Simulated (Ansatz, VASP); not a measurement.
GaGe in VASP and in Ansatz

```
Ga Ge
1.0
     0.00000    2.97640    2.97640
     2.97640    0.00000    2.97640
     2.97640    2.97640    0.00000
Ga Ge
1 1
Cartesian
  4.4646 4.4646 4.4646
  0.0000 0.0000 0.0000
```

Alike in both runs: task single point; functional PBEsol; k mesh 12 × 12 × 12; occupations gaussian, width 0.1 eV; no spin polarisation.

|  | VASP | Ansatz |
| --- | --- | --- |
| version | VASP 6.6.1 | Ansatz 0.2.0 |
| potentials or method | VASP PAW PBE potentials, release 64 (Ga_d, Ge_d), cutoff 520 eV | scalar-relativistic, plane waves, PAW |
| valence electrons in the cell | 27 | 27 |

|  | VASP | Ansatz | Ansatz less VASP |
| --- | --- | --- | --- |
| gap on the k mesh at the Fermi level (eV) | none | none | - |
| pressure (GPa) | -5.4 | -5.4 | +0.02 |

VASP's potentials were made for PBE, not for PBEsol. A gap of «none» marks a metal or a gap that the smearing closes. The functional is the same, so the differences come from potentials, cutoffs and numerics.
